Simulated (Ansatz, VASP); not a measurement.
## Al2O3 in VASP and in Ansatz

```
Al O
1.0
     2.36434    1.36505    4.29670
    -2.36434    1.36505    4.29670
     0.00000   -2.73011    4.29670
Al O
4 6
Direct
  0.35198 0.35198 0.35198
  0.14802 0.14802 0.14802
  0.64802 0.64802 0.64802
  0.85198 0.85198 0.85198
  0.55583 0.94417 0.25000
  0.25000 0.55583 0.94417
  0.94417 0.25000 0.55583
  0.44417 0.05583 0.75000
  0.75000 0.44417 0.05583
  0.05583 0.75000 0.44417
```

Alike in both runs: functional LDA; k mesh 6 × 6 × 6; occupations fermi-dirac, width 0.02 eV; no spin polarisation.

Ansatz relaxed the structure, and its values are those at the end. VASP's run is a single point on that final structure, the one shown.

```csv
,VASP,Ansatz
version,VASP 6.6.1,Ansatz 0.2.0
potentials or method,"VASP PAW LDA potentials, release 64 (Al, O), cutoff 520 eV",PAW plane waves
valence electrons in the cell,48,48
```

```tsv
	VASP	Ansatz	Ansatz less VASP
gap on the k mesh at the Fermi level (eV)	6.45	6.44	-0.007
pressure (GPa)	1.0	0.0	-0.96
```

Ansatz warns that its potentials were made for another functional, while VASP's fit it. LDA's correlation is that of Perdew and Zunger in VASP and of Perdew and Wang (1992) in Ansatz.
